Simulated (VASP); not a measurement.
# CsAg2: single point with PBE

CsAg2:

```
Cs Ag
1.0
     4.85023    0.00000    0.00000
    -2.42512    4.20042    0.00000
     0.00000    0.00000    5.46185
Cs Ag
1 2
Direct
  0.00000 0.00000 0.50000
  0.33333 0.66667 0.00000
  0.66667 0.33333 0.00000
```

The cell was generated, and may not be a known phase.

```
Program                : VASP 6.6.1
Task                   : single point
Functional             : PBE
Potentials or basis    : VASP PAW PBE potentials, release 64 (Cs_sv, Ag)
Cutoff                 : 520 eV
k mesh                 : 12 × 12 × 8
Occupations            : gaussian, width 0.1 eV
Spin                   : no spin polarisation
Dipole correction      : no
Further INCAR settings : ALGO = Fast; EDIFF = 1e-06; NBANDS = 22
```

| Item | Value |
| --- | --- |
| Pressure | 0.0 GPa |
| Band gap on the k mesh | zero (an odd number of electrons rules out a gap without spin polarisation) |

Levels at points of the mesh, in eV from the Fermi level:
| k point | band 14 | band 15 | band 16 | band 17 | band 18 | band 19 |
| --- | --- | --- | --- | --- | --- | --- |
| (0.00, 0.00, 0.00) | -3.51 | -3.51 | 2.30 | 2.31 | 2.97 | 2.97 |
| (0.50, 0.00, 0.00) | -3.10 | -1.45 | -1.29 | 1.94 | 2.68 | 2.84 |
| (0.00, 0.00, 0.50) | -3.47 | -2.82 | -0.62 | 4.15 | 4.15 | 4.65 |
| (0.50, 0.00, 0.50) | -3.10 | -1.68 | -0.45 | 1.38 | 1.91 | 2.31 |

Run time: 97 s on 1 thread of Oxide Virtual Turin-like Processor, on a shared host, peak memory 0.34 GiB.

Caveat: spin-orbit coupling is left out, which moves the levels of the heavy elements.
